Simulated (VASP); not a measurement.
A run of VASP 6.6.1 is set up as follows.

File INCAR:

```
PREC = Accurate
ENCUT = 520
EDIFF = 1E-7
ISMEAR = -1
SIGMA = 0.15
LREAL = False
LASPH = True
NELM = 60
ALGO = Normal
ISIF = 2
LWAVE = False
LCHARG = False
GGA = PS
NBANDS = 41
```

File KPOINTS:

```
regular mesh
0
Gamma
  12 12 4
```

File POSCAR:

```
Ga2O
1.0
    3.0258623285      0.0000000000      0.0000000000
   -1.5129311643      2.6204736448      0.0000000000
    0.0000000000      0.0000000000     11.3713846749
Ga O
4 2
Direct
    0.0000000000      0.0000000000      0.3908503171
    0.0000000000      0.0000000000      0.6091496829
    0.6666666667      0.3333333333      0.1026111749
    0.3333333333      0.6666666667      0.8973888251
    0.6666666667      0.3333333333      0.3171028236
    0.3333333333      0.6666666667      0.6828971764
```

Potentials or basis: VASP PAW PBE potentials, release 64 (Ga_d, O).

Run with:

```console
$ cat potpaw_PBE.64/Ga_d/POTCAR potpaw_PBE.64/O/POTCAR > POTCAR
$ mpirun -np 1 vasp_std > vasp.out
```

**Question.** Estimate the band gap on the k mesh.

**Answer.** Zero (band 32 reaches 6.95 eV, above the bottom of band 33 at 4.77 eV).

**Question.** Predict the largest force.

**Answer.** 0.035 eV/Å.

**Question.** Predict the pressure.

**Answer.** 0.9 GPa.

Forces in eV/Å, atoms in the order of the input:
```
Ga   0.000  0.000  0.035
Ga   0.000  0.000 -0.035
Ga   0.000  0.000  0.000
Ga   0.000  0.000  0.000
O    0.000  0.000 -0.034
O    0.000  0.000  0.034
```

Caveat: the PAW data sets were made with another functional, which shifts forces and pressure a little.
